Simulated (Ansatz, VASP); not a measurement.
WC in VASP and in Ansatz

File INCAR:

```
  PREC = Accurate
  ENCUT = 520
  EDIFF = 1E-6
  ISMEAR = 0
  SIGMA = 0.15
  LREAL = False
  LASPH = True
  NELM = 100
  ALGO = Fast
  ISIF = 2
  LWAVE = False
  LCHARG = False
  GGA = PS
  NBANDS = 16
```

File KPOINTS:

```
Automatic mesh
0
Gamma
  24 24 22
```

File POSCAR:

```
WC
1.0
    2.8984136670      0.0000000000      0.0000000000
   -1.4492068335      2.5100998663      0.0000000000
    0.0000000000      0.0000000000      2.8276119036
W C
1 1
Direct
   -0.0026028441     -0.0052056882      0.0000000000
    0.7065057190      0.4130114381      0.5000000000
```

Input for Ansatz:

```yaml
crystal:
  lattice:
    - [2.898413667, 0.0, 0.0]
    - [-1.4492068335, 2.5100998663, 0.0]
    - [0.0, 0.0, 2.8276119036]
  atoms:
    - { symbol: W, position: [-0.0026028441, -0.0052056882, 0.0] }
    - { symbol: C, position: [0.706505719, 0.4130114381, 0.5] }
basis:
  ecutwfc: 420
kpoints:
  mp_grid: { grid: [24, 24, 22] }
hamiltonian:
  xc: pbesol
scf:
  occupations: { method: gaussian, width: 0.15 }
output:
  forces: true
  stress: true
  eigenvalues: true
```

Change from the starting cell: mode 5 (621.9 1/cm) frozen in, largest displacement +0.200 Å.

Alike in both runs: task single point; functional PBEsol; k mesh 24 × 24 × 22; occupations gaussian, width 0.15 eV; no spin polarisation.

```csv
,VASP,Ansatz
version,VASP 6.6.1,Ansatz 0.2.0
potentials or method,"VASP PAW PBE potentials, release 64 (W_sv, C), cutoff 520 eV","scalar-relativistic, plane waves, PAW"
valence electrons in the cell,18,18
```

```tsv
	VASP	Ansatz	Ansatz less VASP
gap on the k mesh at the Fermi level (eV)	none	none	-
pressure (GPa)	9.4	8.0	-1.42
traceless stress, the component that is largest in VASP (GPa)	-12.15	-11.73	+0.420
rms of the force components (eV/Å)	2.209	2.191	-0.0175
```

VASP's potentials were made for PBE, not for PBEsol. Atom by atom the forces differ by 0.018 eV/Å (rms over components). A gap of «none» marks a metal or a gap that the smearing closes. The functional is the same, so the differences come from potentials, cutoffs and numerics.

Neither program's run includes spin-orbit coupling.
